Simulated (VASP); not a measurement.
**AlAu4: single point with PBEsol**

The system is AlAu4.

```
CELL_PARAMETERS angstrom
2.38696 -1.80628 0.14160
2.38696 1.80628 0.14160
-0.31703 0.00000 11.85243
ATOMIC_POSITIONS crystal
Al 0.00000 0.00000 0.00000
Au 0.60294 0.60294 0.81546
Au 0.20839 0.20839 0.60646
Au 0.79161 0.79161 0.39354
Au 0.39706 0.39706 0.18454
```

This cell differs from its parent crystal: strained.

```yaml
Program: VASP 6.6.1
Task: single point
Functional: PBEsol
Potentials_or_basis: VASP PAW PBE potentials, release 64 (Al, Au)
Cutoff: 520 eV
k_mesh: 12 × 12 × 4
Occupations: gaussian, width 0.1 eV
Spin: no spin polarisation
```

* Pressure: -17.7 GPa
* Largest force: 0.408 eV/Å
* Band gap on the k mesh: zero (an odd number of electrons rules out a gap without spin polarisation)

Forces on the atoms (eV/Å):
```
Al   0.000  0.000  0.000
Au   0.136  0.000  0.384
Au   0.020  0.000 -0.082
Au  -0.020  0.000  0.082
Au  -0.136  0.000 -0.384
```

Stress tensor (GPa, compression positive):
```
-16.25   0.00  -1.92
  0.00 -16.33   0.00
 -1.92   0.00 -20.60
```

Levels at points of the mesh, in eV from the Fermi level:
```tsv
k point	band 20	band 21	band 22	band 23	band 24	band 25	band 26	band 27	band 28	band 29
(0.00, 0.00, 0.00)	-2.50	-2.36	-2.29	-2.13	-2.11	-2.00	4.07	4.19	7.93	8.52
(0.50, 0.00, 0.00)	-2.07	-1.65	-1.60	-0.68	0.06	0.09	0.64	2.58	3.34	3.49
(0.50, 0.50, 0.00)	-1.39	-0.80	-0.45	1.01	1.90	2.24	2.48	3.10	3.83	4.45
(0.00, 0.00, 0.50)	-2.50	-2.43	-2.28	-2.11	-2.00	-0.51	1.71	7.47	7.90	7.94
(0.50, 0.00, 0.50)	-2.13	-1.58	-1.35	-0.49	0.00	0.17	0.76	1.98	2.05	4.81
(0.50, 0.50, 0.50)	-1.39	-1.16	-0.37	1.31	1.65	2.58	2.70	3.26	3.41	3.54
```

Wall time 4 min on 1 thread of Intel(R) Xeon(R) Platinum 8488C (Sapphire Rapids), with other jobs on the host, peak memory 0.53 GiB.

Caveat: the cell differs from its parent crystal (strained); the cell stands under tension; the PAW data sets were made with another functional, which shifts forces and pressure a little; spin-orbit coupling is left out, which moves the levels of the heavy elements.
